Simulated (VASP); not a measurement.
Pt: relaxation of cell and atoms with PBEsol

The system is Pt.

```xyz
1
Lattice="0.0000 1.9197 1.9197 1.9197 0.0000 1.9197 1.9197 1.9197 0.0000" Properties=species:S:1:pos:R:3 pbc="T T T"
Pt    0.0000    0.0000    0.0000
```

* Program: VASP 6.6.1
* Task: relaxation of cell and atoms
* Functional: PBEsol
* Potentials or basis: VASP PAW PBE potentials, release 64 (Pt)
* Cutoff: 600 eV
* k mesh: 18 × 18 × 18
* Occupations: gaussian, width 0.1 eV
* Spin: no spin polarisation
* Target pressure: 20 GPa
* Dipole correction: no
* Further INCAR settings: ALGO = Fast; EDIFF = 1e-07; IBRION = 2; EDIFFG = -0.008; NSW = 70; ISIF = 3

The relaxed volume is 14.16 Å³/atom. The relaxed cell is a = 2.716 Å, b = 2.716 Å, c = 2.716 Å, α = 60.00°, β = 60.00°, γ = 60.00°, the space group after relaxing (to 0.05 Å) is Fm-3m (No. 225) and the energy change on relaxing (the enthalpy is what falls) is -1.1 meV/atom. The ionic steps are 3, the pressure after relaxing is 20.0 GPa and the band gap on the k mesh is zero (band 5 reaches 12.92 eV, above the bottom of band 6 at 10.43 eV).

The path:
```tsv
step	energy change (eV)	largest force (eV/Å)	pressure (GPa)	volume (Å³)
1	0.0000	0.0000	20.28	14.15
2	-0.0062	0.0000	18.85	14.20
3	-0.0011	0.0000	19.99	14.16
```

Final structure:
```
Pt
1.0
     0.00000    1.92015    1.92015
     1.92015    0.00000    1.92015
     1.92015    1.92015    0.00000
Pt
1
Cartesian
  0.0000 0.0000 0.0000
```

Levels at points of the mesh, in eV from the Fermi level:
```csv
k point,band 2,band 3,band 4,band 5,band 6,band 7,band 8,band 9
"(0.00, 0.00, 0.00)",-4.22,-4.22,-4.22,-1.81,-1.81,14.42,19.74,19.74
"(0.50, 0.00, 0.00)",-4.30,-4.30,-0.82,0.05,0.05,6.30,13.99,19.36
"(0.50, 0.50, 0.00)",-7.35,0.03,0.56,0.56,1.58,9.54,11.53,11.53
```

Run time: 30 s on 1 thread of Intel(R) Xeon(R) Platinum 8488C (Sapphire Rapids), on a shared host, peak memory 0.17 GiB.

Caveat: the cell is relaxed towards a set pressure, so the enthalpy falls and the energy may rise; the PAW data sets were made with another functional, which shifts forces and pressure a little; spin-orbit coupling is left out, which moves the levels of the heavy elements.
